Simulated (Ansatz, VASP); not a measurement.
## One calculation of Mn, two programs

```
Mn
1.0
     0.00000    2.36368    2.36368
     2.36368    0.00000    2.36368
     2.36368    2.36368    0.00000
Mn
2
Direct
  0.00000 0.00000 0.00000
  0.50000 0.50000 0.50000
```

Alike in both runs: task single point; functional RPBE; k mesh 13 × 13 × 13; occupations fermi-dirac, width 0.05 eV; collinear spin.

```csv
,VASP,Ansatz
version,VASP 6.6.1,Ansatz 0.2.0
potentials or method,"VASP PAW PBE potentials, release 64 (Mn_pv), cutoff 520 eV","plane waves (420 eV) with PAW, scalar-relativistic"
valence electrons in the cell,26,30
```

Ansatz gave:

- pressure (GPa): 7.4
- net moment per atom (μB): 0.00
- size of the moment on the site where the two differ most (μB): 2.27

**Question.** Estimate VASP's values.

**Answer.** Pressure (GPa): 7.5; net moment per atom (μB): 0.00; size of the moment on the site where the two differ most (μB): 2.40.

VASP's potentials were made for PBE, not for RPBE. Site moments also hang on the region over which each program counts them. The functional is the same, so the differences come from potentials, cutoffs and numerics. VASP's potentials hold 26 valence electrons a cell and Ansatz's 30, so a difference there can come from the potentials and not from the codes.
